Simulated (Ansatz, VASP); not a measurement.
**FeGe in VASP and in Ansatz**

The input INCAR:

```
SYSTEM = FeGe
PREC     = Accurate       ! precision mode
ENCUT    = 520            ! plane-wave cutoff, eV
EDIFF    = 1E-6           ! SCF threshold, eV
ISMEAR   = 0              ! smearing method
SIGMA    = 0.1            ! smearing width, eV
LREAL    = .FALSE.        ! projectors in reciprocal space
LASPH    = .TRUE.         ! aspherical terms in the spheres
NELM     = 150            ! most SCF steps
ALGO     = Normal         ! electronic algorithm
ISIF     = 2              ! what is computed and relaxed
LWAVE    = .FALSE.        ! write WAVECAR
LCHARG   = .TRUE.         ! write CHGCAR
ISPIN    = 2              ! spin polarisation
MAGMOM   = 4 4 4 0 0 0    ! initial moments
LORBIT   = 11             ! projections on sites
LMAXMIX  = 4              ! l up to which the mixer works
GGA      = PE             ! functional
LELF     = .TRUE.         ! ELF
LVHAR    = .TRUE.       
NBANDS   = 46             ! bands
```

File KPOINTS:

```
regular mesh
0
G
  6 6 4
  0 0 0
```

The input POSCAR:

```
FeGe
1.0
    4.9976023358      0.0000000000      0.0000000000
   -2.4988011679      4.3280505808      0.0000000000
    0.0000000000      0.0000000000      4.1157613500
Fe Ge
3 3
Direct
    0.5000000000      0.0000000000      0.0000000000
    0.5000000000      0.5000000000      0.0000000000
    0.0000000000      0.5000000000      0.0000000000
    0.0000000000      0.0000000000      0.0000000000
    0.3333333300      0.6666666700      0.5000000000
    0.6666666700      0.3333333300      0.5000000000
```

Input for Ansatz:

```yaml
crystal:
  lattice:
    - [4.9976023358, 0.0, 0.0]
    - [-2.4988011679, 4.3280505808, 0.0]
    - [0.0, 0.0, 4.11576135]
  atoms:
    - { symbol: Fe, position: [0.5, 0.0, 0.0], spin: 4.0 }
    - { symbol: Fe, position: [0.5, 0.5, 0.0], spin: 4.0 }
    - { symbol: Fe, position: [0.0, 0.5, 0.0], spin: 4.0 }
    - { symbol: Ge, position: [0.0, 0.0, 0.0] }
    - { symbol: Ge, position: [0.33333333, 0.66666667, 0.5] }
    - { symbol: Ge, position: [0.66666667, 0.33333333, 0.5] }
basis:
  ecutwfc: 420
kpoints:
  mp_grid: { grid: [6, 6, 4] }
hamiltonian:
  xc: pbe
scf:
  occupations: { method: gaussian, width: 0.1 }
  lower_state_search: "off"
output:
  forces: true
  stress: true
  eigenvalues: true
  populations: true
magnetization:
  spin_polarized: true
```

Alike in both runs: task single point; functional PBE; k mesh 6 × 6 × 4; occupations gaussian, width 0.1 eV; collinear spin.

```csv
,VASP,Ansatz
version,VASP 6.6.1,Ansatz 0.2.0
potentials or method,"VASP PAW PBE potentials, release 64 (Fe, Ge_d), cutoff 520 eV","scalar-relativistic, plane waves, PAW"
valence electrons in the cell,66,90
```

VASP gave:

- gap on the k mesh at the Fermi level (eV): none
- pressure (GPa): -3.6
- traceless stress, the component that is largest in VASP (GPa): -0.22
- net moment per atom (μB): 0.72
- size of the moment on the site where the two differ most (μB): 0.08

Problem. What did Ansatz give for the same quantities?

Solution. gap on the k mesh at the Fermi level (eV): none; pressure (GPa): -3.8; traceless stress, the component that is largest in VASP (GPa): -0.17; net moment per atom (μB): 0.73; size of the moment on the site where the two differ most (μB): 0.06.

Site moments also hang on the region over which each program counts them. A gap of «none» marks a metal or a gap that the smearing closes. VASP's potentials hold 66 valence electrons a cell and Ansatz's 90, so a difference there can come from the potentials and not from the codes.

The k mesh is coarse, so the values compare programs but aren't converged.
